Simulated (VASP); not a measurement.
Wanted: the native input for a VASP 6.6.1 run.

- Task: single point
- Functional: PBEsol
- Potentials or basis: VASP PAW PBE potentials, release 64 (Cd, Te)
- Cutoff: 520 eV
- k mesh: 9 × 9 × 6
- Occupations: fermi-dirac, width 0.05 eV
- Spin: no spin polarisation
- Dipole correction: no
- Further INCAR settings: ALGO = Normal; EDIFF = 1e-06; NBANDS = 26

The structure of CdTe lies in POSCAR:

```
CdTe
1.0
    3.0652910000     -3.0946090000      0.0000000000
    3.0652910000      3.0946090000      0.0000000000
    0.0000000000      0.0000000000      6.2124650400
Cd Te
2 2
Direct
    0.2770300000      0.7229700000      0.7500000000
    0.7229700000      0.2770300000      0.2500000000
    0.7661370000      0.2338630000      0.7500000000
    0.2338630000      0.7661370000      0.2500000000
```

This cell differs from its parent crystal: zz strain of +2 %.

One way to write it, as run:

INCAR

```
SYSTEM = CdTe
PREC = Accurate
ENCUT = 520
EDIFF = 1E-6
ISMEAR = -1
SIGMA = 0.05
LREAL = .FALSE.
LASPH = .TRUE.
NELM = 100
ALGO = Normal
ISIF = 2
LWAVE = .FALSE.
LCHARG = .TRUE.
GGA = PS
LELF = .TRUE.
LVHAR = .TRUE.
NBANDS = 26
```

KPOINTS

```
Automatic mesh
0
G
  9 9 6
  0 0 0
```

Potentials or basis: VASP PAW PBE potentials, release 64 (Cd, Te).

Run with:

```sh
$ cat potpaw_PBE.64/Cd/POTCAR potpaw_PBE.64/Te/POTCAR > POTCAR
$ mpirun -np 1 vasp_std > vasp.out
```

It gave:

```json
{"Pressure": "-3.8 GPa", "Largest force": "0.068 eV/Å", "Band gap on the k mesh": "zero (bands 18 and 19 overlap by 1.22 eV)"}
```

Caveat: the cell differs from its parent crystal (zz strain of +2 %); the cell stands under tension; the PAW data sets were made with another functional, which shifts forces and pressure a little; spin-orbit coupling is left out, which moves the levels of the heavy elements.

Wall time 81 s on 1 thread of Intel(R) Xeon(R) 6975P-C (Granite Rapids) (shared host), peak memory 0.41 GiB.
